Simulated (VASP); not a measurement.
# CaMg2 in VASP: single point with r2SCAN

Aim: the single point of CaMg2 with r2SCAN.

All numbers are computed with VASP 6.6.1; they aren't measurements. Logs are shortened: lines on timing, memory, paths and dates and some standing lists are left out, and cuts for length are marked.

### 1 The cell of the first run

The cell holds a disordered packing, 12 atoms: a = 6.311 Å, b = 9.099 Å, c = 6.679 Å, α = 78.24°, β = 93.81°, γ = 103.86°.

### 2 Single point, r2SCAN

POSCAR reads:

```
CaMg2
1.0
    6.1974170000     -1.1870410000     -0.0994790000
   -0.4738530000      9.0495140000      0.8245010000
   -0.2005180000      0.7540620000      6.6330210000
Ca Mg
4 8
Direct
    0.7836230000      0.0456920000      0.2311820000
    0.1053680000      0.2062530000      0.8081110000
    0.2465930000      0.8391810000      0.2679110000
    0.6447490000      0.9401530000      0.7384040000
    0.7964730000      0.6918340000      0.5342440000
    0.6031100000      0.3711240000      0.7423960000
    0.4293170000      0.1784080000      0.4255640000
    0.9920510000      0.4705060000      0.9972260000
    0.7413320000      0.6779800000      0.0965310000
    0.3406100000      0.4903610000      0.3129080000
    0.3372520000      0.6142940000      0.6888000000
    0.1281510000      0.8614330000      0.7890720000
```

INCAR.step1 reads:

```
SYSTEM = CaMg2
PREC = Accurate
ENCUT = 520
ISMEAR = -1
SIGMA = 0.1
LREAL = .False.
LASPH = .True.
NELM = 60
NBANDS = 40
GGA = PE
ALGO = Normal
EDIFF = 1E-4
LWAVE = .True.
LCHARG = .False.
```

INCAR.step2 reads:

```
SYSTEM = CaMg2
PREC = Accurate
ENCUT = 520
EDIFF = 1E-6
ISMEAR = -1
SIGMA = 0.1
LREAL = .False.
LASPH = .True.
NELM = 60
ALGO = Normal
ISIF = 2
LWAVE = .False.
LCHARG = .False.
METAGGA = R2SCAN
LMIXTAU = .True.
NBANDS = 40
ISTART = 1
```

KPOINTS reads:

```
Automatic mesh
0
Gamma
  3 2 3
  0 0.5 0
```

Potentials or basis: VASP PAW PBE potentials, release 64 (Ca_sv, Mg).

Command:

```sh
$ cat potpaw_PBE.64/Ca_sv/POTCAR potpaw_PBE.64/Mg/POTCAR > POTCAR
$ cp INCAR.step1 INCAR
$ mpirun -np 1 vasp_std > vasp.out
$ cp INCAR.step2 INCAR
$ mpirun -np 1 vasp_std > vasp.out
```

OUTCAR:

```text
SYSTEM = CaMg2
   PREC = Accurate
   ENCUT = 520
   EDIFF = 1E-6
   ISMEAR = -1
   LREAL = .False.
   LASPH = .True.
   NELM = 60
   ISIF = 2
   METAGGA = R2SCAN
   ISTART = 1

 ion  position               nearest neighbor table
   1  0.784  0.046  0.231-   7 3.23
   2  0.105  0.206  0.808-   6 3.16   8 3.17  12 3.20
   3  0.247  0.839  0.268-  12 3.21  11 3.23   5 3.30  10 3.32   7 3.38   9 3.40
   4  0.645  0.940  0.738-   9 3.16   7 3.18  12 3.19  11 3.20   5 3.22  12 3.28
   5  0.796  0.692  0.534-   9 2.95  12 2.95   6 2.97  11 3.01   4 3.22   3 3.30  10 3.44   8 3.65

   6  0.603  0.371  0.742-   8 2.96   5 2.97   7 3.01  11 3.04   2 3.16  10 3.33
   7  0.429  0.178  0.426-  10 2.96   6 3.01   4 3.18   1 3.23   3 3.38  12 3.60
   8  0.992  0.471  0.997-   9 2.93  10 2.94   6 2.96  11 2.97   2 3.17  12 3.46   5 3.65
   9  0.741  0.678  0.097-   8 2.93   5 2.95  10 2.97   4 3.16  12 3.21   3 3.40  11 3.64
  10  0.341  0.490  0.313-   8 2.94  11 2.96   7 2.96   9 2.97   3 3.32   6 3.33   5 3.44
  11  0.337  0.614  0.689-  10 2.96   8 2.97   5 3.01   6 3.04  12 3.07   4 3.20   3 3.23   9 3.64

  12  0.128  0.861  0.789-   5 2.95  11 3.07   4 3.19   2 3.20   9 3.21   3 3.21   4 3.28   8 3.46
                             7 3.60

  LATTYP: Found a triclinic cell.
 ALAT       =    15.6605678496
 B/A-ratio  =     0.6227164544
 C/A-ratio  =     1.2828901070
 COS(alpha) =     0.0116135440
 COS(beta)  =     0.5127345257
 COS(gamma) =     0.8561864415

  Lattice vectors:

 A1 = ( -11.7204630000,  -7.4294940000,  -7.2585640000)
 A2 = (  -5.7235640000,  -7.8624730000,  -0.7250220000)
 A3 = ( -12.4676510000,   9.9154720000, -12.2425830000)

Analysis of symmetry for initial positions (statically):
=====================================================================
 Subroutine PRICEL returns:
 Original cell was already a primitive cell.

 Routine SETGRP: Setting up the symmetry group for a
 triclinic supercell.

 Subroutine GETGRP returns: Found  1 space group operations
 (whereof  1 operations were pure point group operations)
 out of a pool of  2 trial point group operations.

The static configuration has the point symmetry C_1 .

Analysis of symmetry for dynamics (positions and initial velocities):
=====================================================================
 Subroutine PRICEL returns:
 Original cell was already a primitive cell.

 Routine SETGRP: Setting up the symmetry group for a
 triclinic supercell.
[... 118 lines left out ...]
   TEBEG  =    0.0;   TEEND  =   0.0 temperature during run
   PSTRESS=    0.0 pullay stress
   NELECT =      56.0000    total number of electrons
   NUPDOWN=      -1.0000    fix difference up-down
   EMIN   =  10.00;   EMAX   =-10.00  energy-range for DOS
   EFERMI =   0.00;   METHOD = LEGACY
   ISMEAR =    -1;   SIGMA  =   0.10  broadening in eV -4-tet -1-fermi 0-gaus
   EFERMI_NEDOS =   21; number of points for ismear=-14 and -15
   IALGO  =     38    algorithm
   IMIX   =      4    mixing-type and parameters
     AMIX     =   0.40;   BMIX     =  1.00
     AMIX_MAG =   1.60;   BMIX_MAG =  1.00
  volume/ion in A,a.u.               =      30.37       204.96
  Fermi-wavevector in a.u.,A,eV,Ry     =   0.876832  1.656973 10.460632  0.768835
  Thomas-Fermi vector in A             =   1.996697
   LORBIT       =      0    0 simple, 1 ext, 2 COOP (PROOUT), +10 PAW based schemes
   METAGGA = R2SCAN    functional components
   LHFCALC =     F    Hartree Fock is set to
   AEXX    =    0.0000 exact exchange contribution
   IVDW    =     0    specifies the selected vdW correction
   LEPSILON=     F    determine dielectric tensor
   LRPA    =     F    only Hartree local field effects (RPA)
 non-spin polarized calculation
  energy-cutoff  :      520.00
  volume of cell :      364.47
 maximum number of plane-waves:      9838
   NGX = 23   NGY = 33   NGZ = 25

 number of electron      56.0000001 magnetization

 Free energy of the ion-electron system (eV)
  ---------------------------------------------------
  ext. energy  EPLUGINS =         0.00000000
  ---------------------------------------------------
  free energy    TOTEN  =       -58.14871860 eV

  energy without entropy =      -57.85170957  energy(sigma->0) =      -58.00021408

 E-fermi :   2.0515     XC(G=0):  -8.4636

 val. band max:        2.0303690001   @ k =  -0.3333   0.2500   0.0000
 cond. band min:       2.0626990061   @ k =  -0.3333   0.2500   0.0000
 fundamental gap:      0.0323300060
 Fermi energy:         2.0515204446

 k-point     1 :      -0.0000    0.2500    0.0000
  band No.  band energies     occupation
      1     -41.6573      2.00000
      2     -41.6206      2.00000
      3     -41.2770      2.00000
      4     -41.1743      2.00000
      5     -21.8685      2.00000
      6     -21.8270      2.00000
[... 376 lines left out ...]
     39       4.3880      0.00000
     40       4.6243      0.00000

------------------------ aborting loop because EDIFF is reached ----------------------------------------

  FORCE on cell =-STRESS in cart. coord.  units (eV):
  Direction    XX          YY          ZZ          XY          YZ          ZX
  --------------------------------------------------------------------------------------
  -------------------------------------------------------------------------------------
  Total        5.6411717      4.6015136      2.7029436      1.5948329      0.4426250     -2.0777368
  in kB       24.7980146     20.2277841     11.8818642      7.0107226      1.9457341     -9.1335188
  external PRESSURE =      18.9692210 kB  Pullay stress =       0.0000000 kB

 VOLUME and BASIS-vectors are now :
 -----------------------------------------------------------------------------
  energy-cutoff  :      520.00
  volume of cell :      364.47
      direct lattice vectors                 reciprocal lattice vectors
     6.197417000 -1.187041000 -0.099479000     0.162986603  0.008170059  0.003998331
    -0.473853000  9.049514000  0.824501000     0.021397188  0.112732286 -0.012168906
    -0.200518000  0.754062000  6.633021000    -0.000215325 -0.013890373  0.152333458

 POSITION                                       TOTAL-FORCE (eV/Angst)
 -----------------------------------------------------------------------------------
      4.78843     -0.34238      1.49315         0.664292      0.306071      0.024873
      0.39324      2.35078      5.51979         0.475580      0.368597     -0.429688
      1.07687      7.50349      2.44443        -0.072326      0.047735     -0.128388
      3.40222      8.29939      5.60887        -0.424506      0.450433      0.198417
      4.50112      5.71817      4.03484         0.045772     -0.398764     -0.019440
      3.41300      3.20239      5.17032         0.428033     -0.451303      0.177496
      2.49078      1.42579      2.92716        -0.480409      0.107980     -0.211038
      5.72524      3.83222      6.90387        -0.106799      0.301881      0.272897
      4.25372      5.32819      1.12554        -0.106786     -0.006999     -0.202914
      1.81580      4.26916      2.44594        -0.061650     -0.281023      0.071701
      1.66089      5.67813      5.04176        -0.250690     -0.228581      0.516022
      0.22779      8.23844      5.93144        -0.110510     -0.216027     -0.269937
 -----------------------------------------------------------------------------------
    total drift:                               -0.000612     -0.001007      0.002003

  FREE ENERGIE OF THE ION-ELECTRON SYSTEM (eV)
  ---------------------------------------------------
  free  energy   TOTEN  =       -58.1487185965 eV

  energy  without entropy=      -57.8517095660  energy(sigma->0) =      -58.00021408
```

OSZICAR.step1:

```text
N       E                     dE             d eps       ncg     rms          rms(c)
DAV:   1     0.392467466475E+03    0.39247E+03   -0.23877E+04   784   0.116E+03
DAV:   2     0.120374222587E+02   -0.38043E+03   -0.36973E+03   792   0.312E+02
DAV:   3    -0.143006076325E+02   -0.26338E+02   -0.25771E+02  1080   0.588E+01
DAV:   4    -0.180023749386E+02   -0.37018E+01   -0.36728E+01  1272   0.186E+01
DAV:   5    -0.180980008100E+02   -0.95626E-01   -0.95523E-01  1032   0.314E+00    0.532E+00
DAV:   6    -0.171377830985E+02    0.96022E+00   -0.52566E+00   928   0.762E+00    0.341E+00
DAV:   7    -0.171143727246E+02    0.23410E-01   -0.63372E-01   888   0.282E+00    0.228E+00
DAV:   8    -0.170973003881E+02    0.17072E-01   -0.15278E-01  1008   0.206E+00    0.317E-01
DAV:   9    -0.170950488735E+02    0.22515E-02   -0.31975E-02  1008   0.849E-01    0.144E-01
DAV:  10    -0.170949920235E+02    0.56850E-04   -0.35640E-03  1008   0.250E-01    0.673E-02
DAV:  11    -0.170949869892E+02    0.50343E-05   -0.37305E-04   768   0.843E-02
   1 F= -.17094987E+02 E0= -.16931225E+02  d E =-.327524E+00
```

It took 11 min on 1 thread of Intel Xeon Platinum 8259CL at 2.50GHz (Skylake/Cascade Lake), shared host; peak memory 0.49 GiB.

Results:

```
Free energy            : -58.1487 eV
Pressure               : 1.9 GPa
Largest force          : 0.739 eV/Å
Band gap on the k mesh : zero (bands 28 and 29 overlap by 0.38 eV)
```

Forces on the atoms (eV/Å):
```
Ca   0.664  0.306  0.025
Ca   0.476  0.369 -0.430
Ca  -0.072  0.048 -0.128
Ca  -0.425  0.450  0.198
Mg   0.046 -0.399 -0.019
Mg   0.428 -0.451  0.177
Mg  -0.480  0.108 -0.211
Mg  -0.107  0.302  0.273
Mg  -0.107 -0.007 -0.203
Mg  -0.062 -0.281  0.072
Mg  -0.251 -0.229  0.516
Mg  -0.111 -0.216 -0.270
```

Levels at points of the mesh, in eV from the Fermi level:
| k point | band 24 | band 25 | band 26 | band 27 | band 28 | band 29 | band 30 | band 31 | band 32 | band 33 |
| --- | --- | --- | --- | --- | --- | --- | --- | --- | --- | --- |
| (0.00, 0.25, 0.00) | -1.40 | -0.95 | -0.67 | -0.49 | -0.16 | 0.08 | 0.19 | 0.46 | 0.67 | 0.91 |

Caveat: the k points lie up to 0.36 Å⁻¹ apart; the PAW data sets were made with another functional, which shifts forces and pressure a little.
